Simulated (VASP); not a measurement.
# NaSnF3 (P4/mmm) in VASP: settings compared

The runs below take NaSnF3 through single point, with PBE, r2SCAN.

All numbers are computed with VASP 6.6.1; they aren't measurements. Logs are shortened: lines on timing, memory, paths and dates and some standing lists are left out, and cuts for length are marked.

## Step 1: The cell of the first run

Symmetry: P4/mmm, No. 123, tetragonal system. Conventional cell: a = 4.447 Å, b = 4.447 Å, c = 4.730 Å, α = 90.00°, β = 90.00°, γ = 90.00°. Na (site symmetry 4/mmm) has 12 F at 3.14 to 3.25 Å and 8 Sn at 3.93 Å within 4.1 Å. Within 2.9 Å of Sn (site symmetry 4/mmm) lie 6 F at 2.22 to 2.37 Å. F (site symmetry 4/mmm) has 2 Sn at 2.37 Å and 4 Na at 3.14 Å and 8 F at 3.25 Å within 3.3 Å. F (site symmetry mmm) has 2 Sn at 2.22 Å within 2.9 Å.

## Step 2: Single point, PBE (epitaxial xy strain -4.0%)

INCAR

```
ALGO = Normal
EDIFF = 1E-6
ENCUT = 520
GGA = PE
ISIF = 2
ISMEAR = -1
LASPH = T
LCHARG = F
LREAL = F
LWAVE = F
NBANDS = 29
NELM = 100
PREC = Accurate
SIGMA = 0.02
```

KPOINTS

```
k-points
0
Gamma
  6 6 6
```

POSCAR

```
NaSnF3
1.0
    4.4474081461      0.0000000000      0.0000000000
    0.0000000000      4.4474081461      0.0000000000
    0.0000000000      0.0000000000      4.7304087768
Na Sn F
1 1 3
Direct
    0.0000000000      0.0000000000      0.0000000000
    0.5000000000      0.5000000000      0.5000000000
    0.5000000000      0.5000000000      0.0000000000
    0.5000000000      0.0000000000      0.5000000000
    0.0000000000      0.5000000000      0.5000000000
```

Potentials or basis: VASP PAW PBE potentials, release 64 (Na_pv, Sn_d, F).

Run with:

```sh
$ cat potpaw_PBE.64/Na_pv/POTCAR potpaw_PBE.64/Sn_d/POTCAR potpaw_PBE.64/F/POTCAR > POTCAR
$ mpirun -np 1 vasp_std > vasp.out
```

OUTCAR:

```text
EDIFF = 1E-6
   ENCUT = 520
   GGA = PE
   ISIF = 2
   ISMEAR = -1
   LASPH = T
   LREAL = F
   NELM = 100
   PREC = Accurate

 ion  position               nearest neighbor table
   1  0.000  0.000  0.000-
   2  0.500  0.500  0.500-   4 2.22   5 2.22   4 2.22   5 2.22   3 2.37   3 2.37
   3  0.500  0.500  0.000-   2 2.37   2 2.37
   4  0.500  0.000  0.500-   2 2.22   2 2.22
   5  0.000  0.500  0.500-   2 2.22   2 2.22

  LATTYP: Found a simple tetragonal cell.
 ALAT       =     4.4474081461
 C/A-ratio  =     1.0636327095

  Lattice vectors:

 A1 = (   4.4474081461,   0.0000000000,   0.0000000000)
 A2 = (   0.0000000000,   4.4474081461,   0.0000000000)
 A3 = (   0.0000000000,   0.0000000000,   4.7304087768)

Analysis of symmetry for initial positions (statically):
=====================================================================
 Subroutine PRICEL returns:
 Original cell was already a primitive cell.

 Routine SETGRP: Setting up the symmetry group for a
 simple tetragonal supercell.

 Subroutine GETGRP returns: Found 16 space group operations
 (whereof 16 operations were pure point group operations)
 out of a pool of 16 trial point group operations.

The static configuration has the point symmetry D_4h.

Analysis of symmetry for dynamics (positions and initial velocities):
=====================================================================
 Subroutine PRICEL returns:
 Original cell was already a primitive cell.

 Routine SETGRP: Setting up the symmetry group for a
 simple tetragonal supercell.

 Subroutine GETGRP returns: Found 16 space group operations
 (whereof 16 operations were pure point group operations)
 out of a pool of 16 trial point group operations.

The dynamic configuration has the point symmetry D_4h.

 Subroutine INISYM returns: Found 16 space group operations
 (whereof 16 operations are pure point group operations),
 and found     1 'primitive' translations

----------------------------------------------------------------------------------------

                                     Primitive cell

  volume of cell :      93.5648

  direct lattice vectors                    reciprocal lattice vectors
     4.447408146  0.000000000  0.000000000     0.224850063  0.000000000  0.000000000
     0.000000000  4.447408146  0.000000000     0.000000000  0.224850063  0.000000000
     0.000000000  0.000000000  4.730408777     0.000000000  0.000000000  0.211398221

  length of vectors
     4.447408146  4.447408146  4.730408777     0.224850063  0.224850063  0.211398221

  position of ions in fractional coordinates (direct lattice)
     0.000000000  0.000000000  0.000000000
     0.500000000  0.500000000  0.500000000
     0.500000000  0.500000000  0.000000000
     0.500000000  0.000000000  0.500000000
     0.000000000  0.500000000  0.500000000

  ion indices of the primitive-cell ions
   primitive index   ion index
                 1           1
                 2           2
                 3           3
                 4           4
                 5           5

----------------------------------------------------------------------------------------

 KPOINTS: k-points

Automatic generation of k-mesh.
 Grid dimensions read from file:
 generate k-points for:    6    6    6

 Generating k-lattice:

  Cartesian coordinates                     Fractional coordinates (reciprocal lattice)
     0.037475010  0.000000000  0.000000000     0.166666667  0.000000000  0.000000000
     0.000000000  0.037475010  0.000000000     0.000000000  0.166666667  0.000000000
     0.000000000  0.000000000  0.035233037     0.000000000  0.000000000  0.166666667

  Length of vectors
     0.037475010  0.037475010  0.035233037

  Shift w.r.t. Gamma in fractional coordinates (k-lattice)
     0.000000000  0.000000000  0.000000000

 Subroutine IBZKPT returns following result:
 ===========================================

 Found     40 irreducible k-points:

 Following reciprocal coordinates:
            Coordinates               Weight
  0.000000  0.000000  0.000000      1.000000
  0.166667  0.000000  0.000000      4.000000
  0.333333  0.000000  0.000000      4.000000
  0.500000  0.000000  0.000000      2.000000
  0.166667  0.166667  0.000000      4.000000
  0.333333  0.166667  0.000000      8.000000
[... 16 lines left out ...]
  0.333333  0.000000  0.333333      8.000000
  0.500000  0.000000  0.333333      4.000000
 [... further k-points ...]
   k-points           NKPTS =     40   k-points in BZ     NKDIM =     40   number of bands    NBANDS=     29
   number of dos      NEDOS =    301   number of ions     NIONS =      5
   total plane-waves  NPLWV =  46656
   dimension x,y,z NGX =    36 NGY =   36 NGZ =   36
   dimension x,y,z NGXF=    72 NGYF=   72 NGZF=   72
   ions per type =               1   1   3
   NGX,Y,Z   is equivalent  to a cutoff of  13.46, 13.46, 12.65 a.u.
   NGXF,Y,Z  is equivalent  to a cutoff of  26.91, 26.91, 25.30 a.u.
 SYSTEM =  unknown system
   PREC   = accura    normal or accurate (medium, high low for compatibility)
   ISTART =      0    job   : 0-new  1-cont  2-samecut
   ICHARG =      2    charge: 1-file 2-atom 10-const
   ISPIN  =      1    spin polarized calculation?
   LNONCOLLINEAR =      F non collinear calculations
   LSORBIT =      F    spin-orbit coupling
   LASPH  =      T    aspherical Exc in radial PAW
   ENCUT  =  520.0 eV  38.22 Ry    6.18 a.u.   8.27  8.27  8.80*2*pi/ulx,y,z
   NELM   =    100;   NELMIN=  2; NELMDL= -5     # of ELM steps
   EDIFF  = 0.1E-05   stopping-criterion for ELM
   LREAL  =      F    real-space projection
   EDIFFG = 0.1E-04   stopping-criterion for IOM
   NSW    =      0    number of steps for IOM
   IBRION =     -1    ionic relax: 0-MD 1-quasi-New 2-CG
   NFREE  =      0    steps in history (QN), initial steepest desc. (CG)
   ISIF   =      2    stress and relaxation
   ISYM   =      2    0-nonsym 1-usesym 2-fastsym
   POTIM  = 0.5000    time-step for ionic-motion
   TEBEG  =    0.0;   TEEND  =   0.0 temperature during run
   PSTRESS=    0.0 pullay stress
   NELECT =      42.0000    total number of electrons
   NUPDOWN=      -1.0000    fix difference up-down
   EMIN   =  10.00;   EMAX   =-10.00  energy-range for DOS
   EFERMI =   0.00;   METHOD = LEGACY
   ISMEAR =    -1;   SIGMA  =   0.02  broadening in eV -4-tet -1-fermi 0-gaus
   EFERMI_NEDOS =   21; number of points for ismear=-14 and -15
   IALGO  =     38    algorithm
   IMIX   =      4    mixing-type and parameters
     AMIX     =   0.40;   BMIX     =  1.00
     AMIX_MAG =   1.60;   BMIX_MAG =  1.00
  volume/ion in A,a.u.               =      18.71       126.28
  Fermi-wavevector in a.u.,A,eV,Ry     =   1.253489  2.368750 21.377931  1.571234
  Thomas-Fermi vector in A             =   2.387339
   LORBIT       =      0    0 simple, 1 ext, 2 COOP (PROOUT), +10 PAW based schemes
   GGA     = PE    functional components
   LHFCALC =     F    Hartree Fock is set to
   AEXX    =    0.0000 exact exchange contribution
   IVDW    =     0    specifies the selected vdW correction
   LEPSILON=     F    determine dielectric tensor
   LRPA    =     F    only Hartree local field effects (RPA)
 non-spin polarized calculation
  energy-cutoff  :      520.00
  volume of cell :       93.56
 maximum number of plane-waves:      2546
 NGX is ok and might be reduce to    36
   NGX = 17   NGY = 17   NGZ = 17

 number of electron      41.9999962 magnetization

 Free energy of the ion-electron system (eV)
  ---------------------------------------------------
  ext. energy  EPLUGINS =         0.00000000
  ---------------------------------------------------
  free energy    TOTEN  =       -21.45989884 eV

  energy without entropy =      -21.45989536  energy(sigma->0) =      -21.45989710

 E-fermi :   4.3748     XC(G=0):  -8.1757

 val. band max:        4.2406324070   @ k =   0.5000   0.5000   0.5000
 cond. band min:       4.5090353792   @ k =   0.0000   0.0000   0.5000
 fundamental gap:      0.2684029723
 Fermi energy:         4.3747965964

 k-point     1 :       0.0000    0.0000    0.0000
  band No.  band energies     occupation
      1     -22.7903      2.00000
      2     -22.7834      2.00000
      3     -22.7834      2.00000
      4     -21.3618      2.00000
      5     -21.3160      2.00000
      6     -20.6952      2.00000
[... 21 lines left out ...]
     28      12.4576      0.00000
     29      12.4577      0.00000

 k-point     2 :       0.1667    0.0000    0.0000
  band No.  band energies     occupation
      1     -22.7903      2.00000
      2     -22.7845      2.00000
      3     -22.7833      2.00000
      4     -21.3433      2.00000
      5     -21.2722      2.00000
      6     -20.6941      2.00000
[... 21 lines left out ...]
     28      11.1930      0.00000
     29      11.9467      0.00000

 k-point     3 :       0.3333    0.0000    0.0000
  band No.  band energies     occupation
      1     -22.7902      2.00000
      2     -22.7868      2.00000
      3     -22.7832      2.00000
      4     -21.3358      2.00000
      5     -21.1438      2.00000
      6     -20.6916      2.00000
[... 21 lines left out ...]
     28      10.9188      0.00000
     29      11.0657      0.00000

 k-point     4 :       0.5000    0.0000    0.0000
  band No.  band energies     occupation
      1     -22.7901      2.00000
      2     -22.7879      2.00000
      3     -22.7832      2.00000
      4     -21.3341      2.00000
      5     -21.0712      2.00000
      6     -20.6905      2.00000
[... 21 lines left out ...]
     28      10.7476      0.00000
     29      11.2429      0.00000

 k-point     5 :       0.1667    0.1667    0.0000
  band No.  band energies     occupation
      1     -22.7902      2.00000
      2     -22.7846      2.00000
      3     -22.7841      2.00000
      4     -21.2924      2.00000
      5     -21.2605      2.00000
      6     -20.6931      2.00000
[... 21 lines left out ...]
     28      10.8996      0.00000
     29      11.5519      0.00000
[... 510 lines left out ...]
     28      10.8855      0.00000
     29      10.8855      0.00000

 k-point    22 :       0.1667    0.0000    0.3333
  band No.  band energies     occupation
      1     -22.7926      2.00000
      2     -22.7842      2.00000
      3     -22.7833      2.00000
      4     -21.3399      2.00000
      5     -21.2705      2.00000
      6     -20.5799      2.00000
[... 21 lines left out ...]
     28      10.9067      0.00000
     29      11.9411      0.00000

 k-point    23 :       0.3333    0.0000    0.3333
  band No.  band energies     occupation
      1     -22.7919      2.00000
      2     -22.7860      2.00000
      3     -22.7832      2.00000
      4     -21.3347      2.00000
      5     -21.1416      2.00000
      6     -20.5773      2.00000
[... 21 lines left out ...]
     28      10.9251      0.00000
     29      12.7172      0.00000

 k-point    24 :       0.5000    0.0000    0.3333
  band No.  band energies     occupation
      1     -22.7916      2.00000
      2     -22.7870      2.00000
      3     -22.7831      2.00000
      4     -21.3338      2.00000
      5     -21.0689      2.00000
      6     -20.5760      2.00000
[... 21 lines left out ...]
     28      10.9173      0.00000
     29      13.0201      0.00000

 [... further k-points ...]
[... 5 lines left out ...]
  --------------------------------------------------------------------------------------
  -------------------------------------------------------------------------------------
  Total        4.1423250      4.1423250      0.8551079      0.0000000      0.0000000      0.0000000
  in kB       70.9319835     70.9319835     14.6426228      0.0000000      0.0000000      0.0000000
  external PRESSURE =      52.1688632 kB  Pullay stress =       0.0000000 kB

 VOLUME and BASIS-vectors are now :
 -----------------------------------------------------------------------------
  energy-cutoff  :      520.00
  volume of cell :       93.56
      direct lattice vectors                 reciprocal lattice vectors
     4.447408146  0.000000000  0.000000000     0.224850063  0.000000000  0.000000000
     0.000000000  4.447408146  0.000000000     0.000000000  0.224850063  0.000000000
     0.000000000  0.000000000  4.730408777     0.000000000  0.000000000  0.211398221

 POSITION                                       TOTAL-FORCE (eV/Angst)
 -----------------------------------------------------------------------------------
      0.00000      0.00000      0.00000         0.000000      0.000000      0.000000
      2.22370      2.22370      2.36520         0.000000      0.000000      0.000000
      2.22370      2.22370      0.00000         0.000000      0.000000      0.000000
      2.22370      0.00000      2.36520         0.000000      0.000000      0.000000
      0.00000      2.22370      2.36520         0.000000      0.000000      0.000000
 -----------------------------------------------------------------------------------
    total drift:                                0.000000      0.000000      0.000000

  FREE ENERGIE OF THE ION-ELECTRON SYSTEM (eV)
  ---------------------------------------------------
  free  energy   TOTEN  =       -21.4598988444 eV

  energy  without entropy=      -21.4598953561  energy(sigma->0) =      -21.45989710
```

Wall time 1.9 min (1 thread of Oxide Virtual Turin-like, shared host); peak memory 0.22 GiB.

What came out:

| Item | Value |
| --- | --- |
| Free energy | -21.4599 eV |
| Pressure | 5.2 GPa |
| Band gap on the k mesh | 0.27 eV (least direct gap 1.20 eV) |

Stress tensor (GPa, compression positive):
```
7.09 0.00 0.00
0.00 7.09 0.00
0.00 0.00 1.46
```

Caveat: the cell differs from its parent crystal (epitaxial xy strain -4.0%); the stress differs along the axes, from 1 to 7 GPa; semilocal functionals underestimate gaps, and a narrow one can read as zero; spin-orbit coupling is left out, which moves the levels of the heavy elements. A k mesh can miss the band edges.

## Step 3: Single point, r2SCAN (epitaxial xy strain -4.0%)

POSCAR is that of step 2.

INCAR.step1

```
  PREC = Accurate
  ENCUT = 520
  ISMEAR = 0
  SIGMA = 0.01
  LREAL = False
  LASPH = True
  NELM = 80
  NBANDS = 29
  GGA = PE
  ALGO = Normal
  EDIFF = 1E-4
  LWAVE = True
  LCHARG = False
```

INCAR.step2

```
  PREC = Accurate
  ENCUT = 520
  EDIFF = 1E-6
  ISMEAR = 0
  SIGMA = 0.01
  LREAL = False
  LASPH = True
  NELM = 80
  ALGO = Normal
  ISIF = 2
  LWAVE = False
  LCHARG = False
  METAGGA = R2SCAN
  LMIXTAU = True
  NBANDS = 29
  ISTART = 1
```

KPOINTS

```
Automatic mesh
0
Gamma
  6 6 6
```

Potentials or basis: VASP PAW PBE potentials, release 64 (Na_pv, Sn_d, F).

Run with:

```sh
$ cat potpaw_PBE.64/Na_pv/POTCAR potpaw_PBE.64/Sn_d/POTCAR potpaw_PBE.64/F/POTCAR > POTCAR
$ cp INCAR.step1 INCAR
$ mpirun -np 1 vasp_std > vasp.out
$ cp INCAR.step2 INCAR
$ mpirun -np 1 vasp_std > vasp.out
```

Run time: 6.4 min. Hardware: 1 thread of Oxide Virtual Turin-like, shared host; peak memory 0.24 GiB.

It converged, with:

* Free energy: -48.8672 eV
* Pressure: 3.7 GPa
* Band gap on the k mesh: 0.48 eV (least direct gap 1.41 eV)

Stress tensor (GPa, compression positive):
```
 5.48  0.00  0.00
 0.00  5.48  0.00
 0.00  0.00 -0.01
```

Levels at points of the mesh, in eV from the valence-band top:
```
           k point  band 19  band 20  band 21  band 22  band 23  band 24
(0.00, 0.00, 0.00)    -6.58    -6.58    -5.79     0.71     4.29     5.22
(0.50, 0.00, 0.00)    -6.75    -6.58    -2.89     0.83     3.61     4.30
(0.50, 0.50, 0.00)    -6.85    -6.51    -1.19     1.78     1.78     2.67
(0.00, 0.00, 0.50)    -6.65    -6.65    -3.27     0.48     3.61     4.82
(0.50, 0.00, 0.50)    -6.64    -6.37    -1.49     1.35     1.74     2.48
(0.50, 0.50, 0.50)    -6.36    -6.36     0.00     1.41     1.93     1.93
```

Caveat: the cell differs from its parent crystal (epitaxial xy strain -4.0%); the stress differs along the axes, from -0 to 5 GPa; semilocal functionals underestimate gaps, and a narrow one can read as zero; the PAW data sets were made with another functional, which shifts forces and pressure a little; spin-orbit coupling is left out, which moves the levels of the heavy elements. A k mesh can miss the band edges.
